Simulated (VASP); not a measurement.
A run of VASP 6.6.1:

The input POSCAR:

```
P
1.0
    2.7756105922      0.0000000000      0.0000000000
   -1.3878052961      2.4037492838      0.0000000000
    0.0000000000      0.0000000000      4.4964891593
P
2
Direct
    0.1933333333      0.5966666667      0.1450000000
    0.8066666667      0.4033333333      0.8550000000
```

File INCAR.step1:

```
  PREC = Accurate
  ENCUT = 520
  ISMEAR = -1
  SIGMA = 0.05
  LREAL = False
  LASPH = True
  NELM = 60
  NBANDS = 12
  GGA = PE
  ALGO = Normal
  EDIFF = 1E-4
  LWAVE = True
  LCHARG = False
```

Contents of INCAR.step2:

```
  PREC = Accurate
  ENCUT = 520
  EDIFF = 1E-8
  ISMEAR = -1
  SIGMA = 0.05
  LREAL = False
  LASPH = True
  NELM = 60
  ALGO = Normal
  ISIF = 2
  LWAVE = False
  LCHARG = False
  METAGGA = R2SCAN
  LMIXTAU = True
  LEFG = True
  NBANDS = 12
  ISTART = 1
```

KPOINTS

```
Automatic mesh
0
Gamma
  12 12 7
```

Potentials or basis: VASP PAW PBE potentials, release 64 (P).

The run is started by

```sh
$ cat potpaw_PBE.64/P/POTCAR > POTCAR
$ cp INCAR.step1 INCAR
$ mpirun -np 1 vasp_std > vasp.out
$ cp INCAR.step2 INCAR
$ mpirun -np 1 vasp_std > vasp.out
```

Hardware: 1 thread of Intel(R) Xeon(R) 6975P-C (Granite Rapids), on a shared host.

**Question.** Estimate the wall time of this run.

**Answer.** Run time: 5.2 min on 1 thread of Intel(R) Xeon(R) 6975P-C (Granite Rapids), with other jobs on the host, peak memory 0.21 GiB. Counts: k points 277.
